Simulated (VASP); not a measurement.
# Re (P6_3/mmc) in VASP: further runs, part 2 of 2

VASP 6.6.1.

## Step 4: Single point, r2SCAN

This run uses another cell than the first one, of 14.70 Å³/atom.

The input, POSCAR:

```
Re
1.0
    2.7598270443      0.0000000000      0.0000000000
   -1.3799135221      2.3900803304      0.0000000000
    0.0000000000      0.0000000000      4.4572270891
Re
2
Direct
    0.3333333333      0.6666666667      0.2500000000
    0.6666666667      0.3333333333      0.7500000000
```

The input, INCAR.step1:

```
PREC = Accurate
ENCUT = 520
ISMEAR = -1
SIGMA = 1.0
LREAL = F
LASPH = T
NELM = 60
NBANDS = 14
GGA = PE
ALGO = Normal
EDIFF = 1E-4
LWAVE = T
LCHARG = F
```

The input, INCAR.step2:

```
PREC = Accurate
ENCUT = 520
EDIFF = 1E-6
ISMEAR = -1
SIGMA = 1.0
LREAL = F
LASPH = T
NELM = 60
ALGO = Normal
ISIF = 2
LWAVE = F
LCHARG = F
METAGGA = R2SCAN
LMIXTAU = T
NBANDS = 14
ISTART = 1
```

The input, KPOINTS:

```
Automatic mesh
0
Gamma
  13 13 7
```

Potentials or basis: VASP PAW PBE potentials, release 64 (Re).

Started as:

```console
cat potpaw_PBE.64/Re/POTCAR > POTCAR
cp INCAR.step1 INCAR
mpirun -np 1 vasp_std > vasp.out
cp INCAR.step2 INCAR
mpirun -np 1 vasp_std > vasp.out
```

OUTCAR:

```text
PREC = Accurate
   ENCUT = 520
   EDIFF = 1E-6
   ISMEAR = -1
   LREAL = F
   LASPH = T
   NELM = 60
   ISIF = 2
   METAGGA = R2SCAN
   ISTART = 1

 ion  position               nearest neighbor table
   1  0.333  0.667  0.250-   2 2.74   2 2.74   2 2.74   2 2.74   2 2.74   2 2.74
   2  0.667  0.333  0.750-   1 2.74   1 2.74   1 2.74   1 2.74   1 2.74   1 2.74

  LATTYP: Found a hexagonal cell.
 ALAT       =     2.7598270443
 C/A-ratio  =     1.6150385577

  Lattice vectors:

 A1 = (   2.7598270443,   0.0000000000,   0.0000000000)
 A2 = (  -1.3799135221,   2.3900803304,   0.0000000000)
 A3 = (   0.0000000000,   0.0000000000,   4.4572270891)

Analysis of symmetry for initial positions (statically):
=====================================================================
 Subroutine PRICEL returns:
 Original cell was already a primitive cell.

 Routine SETGRP: Setting up the symmetry group for a
 hexagonal supercell.

 Subroutine GETGRP returns: Found 24 space group operations
 (whereof 12 operations were pure point group operations)
 out of a pool of 24 trial point group operations.

The static configuration has the point symmetry D_3d.
[... 169 lines left out ...]

 k-point     1 :       0.0000    0.0000    0.0000
  band No.  band energies     occupation
      1      -2.6429      1.99996
      2       0.8027      1.99871
      3       6.1465      1.76227
      4       6.1525      1.76101
      5       6.1525      1.76101
      6       7.0267      1.50911
      7       7.0267      1.50911
      8       8.0173      1.06614
      9       8.0173      1.06614
     10       8.2619      0.94396
     11      11.3323      0.07965
     12      11.3323      0.07965
     13      18.3424      0.00007
     14      22.4747      0.00000
[... 377 lines left out ...]
      1      -1.4404      1.99986
      2       1.6916      1.99687
      3       4.9987      1.91790
      4       5.3149      1.88905
      5       6.2025      1.75029
      6       6.7438      1.60625
      7       7.0110      1.51491
      8       7.5945      1.27071
      9       8.0604      1.04464
     10       8.2094      0.97016
     11      11.6766      0.05711
     12      13.5168      0.00929
     13      19.3032      0.00003
     14      23.9520      0.00000

 [... further k-points ...]
[... 5 lines left out ...]
  --------------------------------------------------------------------------------------
  -------------------------------------------------------------------------------------
  Total        3.6417230      3.6417230      3.4004511      0.0000000     -0.0000000      0.0000000
  in kB      198.4533163    198.4533163    185.3053623      0.0000000     -0.0000000      0.0000000
  external PRESSURE =     194.0706650 kB  Pullay stress =       0.0000000 kB

 VOLUME and BASIS-vectors are now :
 -----------------------------------------------------------------------------
  energy-cutoff  :      520.00
  volume of cell :       29.40
      direct lattice vectors                 reciprocal lattice vectors
     2.759827044  0.000000000  0.000000000     0.362341547  0.209197990  0.000000000
    -1.379913522  2.390080330  0.000000000     0.000000000  0.418395979  0.000000000
     0.000000000  0.000000000  4.457227089     0.000000000  0.000000000  0.224354734

 POSITION                                       TOTAL-FORCE (eV/Angst)
 -----------------------------------------------------------------------------------
     -0.00000      1.59339      1.11431         0.000000     -0.000000      0.000000
      1.37991      0.79669      3.34292        -0.000000      0.000000      0.000000
 -----------------------------------------------------------------------------------
    total drift:                                0.000000     -0.000000     -0.000000

  FREE ENERGIE OF THE ION-ELECTRON SYSTEM (eV)
  ---------------------------------------------------
  free  energy   TOTEN  =      -107.6502115617 eV

  energy  without entropy=     -102.1257899362  energy(sigma->0) =     -104.88800075
```

OUTCAR.step1:

```text
PREC = Accurate
   ENCUT = 520
   ISMEAR = -1
   LREAL = F
   LASPH = T
   NELM = 60
[... 630 lines left out ...]
 -----------------------------------------------------------------------------------
     -0.00000      1.59339      1.11431         0.000000     -0.000000      0.000000
      1.37991      0.79669      3.34292        -0.000000      0.000000      0.000000
 -----------------------------------------------------------------------------------
    total drift:                                0.000000     -0.000000     -0.000000

  FREE ENERGIE OF THE ION-ELECTRON SYSTEM (eV)
  ---------------------------------------------------
  free  energy   TOTEN  =       -27.7158454371 eV

  energy  without entropy=      -21.9600338096  energy(sigma->0) =      -24.83793962
```

It took 2 min on 1 thread of Intel Xeon 8259CL, shared host; peak memory 0.17 GiB.

What came out:

- Free energy: -107.6502 eV
- Pressure: 19.4 GPa
- Band gap on the k mesh: zero (bands 7 and 8 overlap by 2.75 eV)

Caveat: the cell stands under pressure; so wide a smearing shifts energies and pressures; the PAW data sets were made with another functional, which shifts forces and pressure a little; spin-orbit coupling is left out, which moves the levels of the heavy elements.

## Step 5: Single point, r2SCAN

This run uses another cell than the first one, of 14.70 Å³/atom.

POSCAR is that of step 4.

The input, INCAR.step1:

```
PREC     = Accurate       # precision mode
ENCUT    = 520            # plane-wave cutoff, eV
ISMEAR   = 0              # smearing method
SIGMA    = 0.01           # smearing width, eV
LREAL    = False          # projectors in reciprocal space
LASPH    = True           # aspherical terms in the spheres
NELM     = 60             # most SCF steps
NBANDS   = 14             # bands
GGA      = PE             # functional
ALGO     = Normal         # electronic algorithm
EDIFF    = 1E-4           # SCF threshold, eV
LWAVE    = True           # write WAVECAR
LCHARG   = False          # write CHGCAR
```

The input, INCAR.step2:

```
PREC     = Accurate       # precision mode
ENCUT    = 520            # plane-wave cutoff, eV
EDIFF    = 1E-6           # SCF threshold, eV
ISMEAR   = 0              # smearing method
SIGMA    = 0.01           # smearing width, eV
LREAL    = False          # projectors in reciprocal space
LASPH    = True           # aspherical terms in the spheres
NELM     = 60             # most SCF steps
ALGO     = Normal         # electronic algorithm
ISIF     = 2              # what is computed and relaxed
LWAVE    = False          # write WAVECAR
LCHARG   = True           # write CHGCAR
METAGGA  = R2SCAN         # meta-GGA
LMIXTAU  = True         
LELF     = True           # ELF
LVHAR    = True         
NBANDS   = 14             # bands
ISTART   = 1
```

KPOINTS is that of step 4.

Started as:

```console
cat potpaw_PBE.64/Re/POTCAR > POTCAR
cp INCAR.step1 INCAR
mpirun -np 1 vasp_std > vasp.out
cp INCAR.step2 INCAR
mpirun -np 1 vasp_std > vasp.out
```

Run time: 2.1 min. Hardware: 1 thread of Intel Xeon 8259CL, shared host; peak memory 0.18 GiB.

Results (log left out):

| Quantity | Value |
| --- | --- |
| Free energy | -104.8999 eV |
| Pressure | -0.1 GPa |
| Band gap on the k mesh | zero (bands 7 and 8 overlap by 2.80 eV) |

Stress tensor (GPa, compression positive):
```
-0.07  0.00  0.00
 0.00 -0.07  0.00
 0.00  0.00 -0.29
```

Levels at points of the mesh, in eV from the Fermi level:
| k point | band 5 | band 6 | band 7 | band 8 | band 9 | band 10 |
| --- | --- | --- | --- | --- | --- | --- |
| (0.00, 0.00, 0.00) | -1.58 | -0.72 | -0.72 | 0.26 | 0.26 | 0.60 |

Caveat: the PAW data sets were made with another functional, which shifts forces and pressure a little; spin-orbit coupling is left out, which moves the levels of the heavy elements.

## Step 6: The runs side by side

| cell | k mesh | smearing | gap on the mesh (eV) | pressure (GPa) |
| --- | --- | --- | --- | --- |
| a = 2.832, b = 2.832, c = 4.573 Å, angles 90.0, 90.0, 120.0°, 2 atoms | 21 × 21 × 12 | fermi-dirac 0.1 eV | none | -25.5 |
| a = 2.760, b = 2.760, c = 4.457 Å, angles 90.0, 90.0, 120.0°, 2 atoms | 13 × 13 × 7 | fermi-dirac 0.6 eV | none | 6.7 |
| a = 2.760, b = 2.760, c = 4.457 Å, angles 90.0, 90.0, 120.0°, 2 atoms | 13 × 13 × 7 | fermi-dirac 1 eV | none | 19.4 |
| a = 2.760, b = 2.760, c = 4.457 Å, angles 90.0, 90.0, 120.0°, 2 atoms | 13 × 13 × 7 | gaussian 0.01 eV | none | -0.1 |

Alike in all rows: task single point; level r2SCAN; potentials or basis VASP PAW PBE potentials, release 64 (Re); no spin polarisation; cutoff (eV) 520.

Caveats: the PAW data sets were made with another functional, which shifts forces and pressure a little; spin-orbit coupling is left out, which moves the levels of the heavy elements; the cell stands under pressure (at least some runs); so wide a smearing shifts energies and pressures (at least some runs); the cell stands under tension (at least some runs).

Total energies depend on the potentials used, so only differences within one code and one set of settings carry meaning.
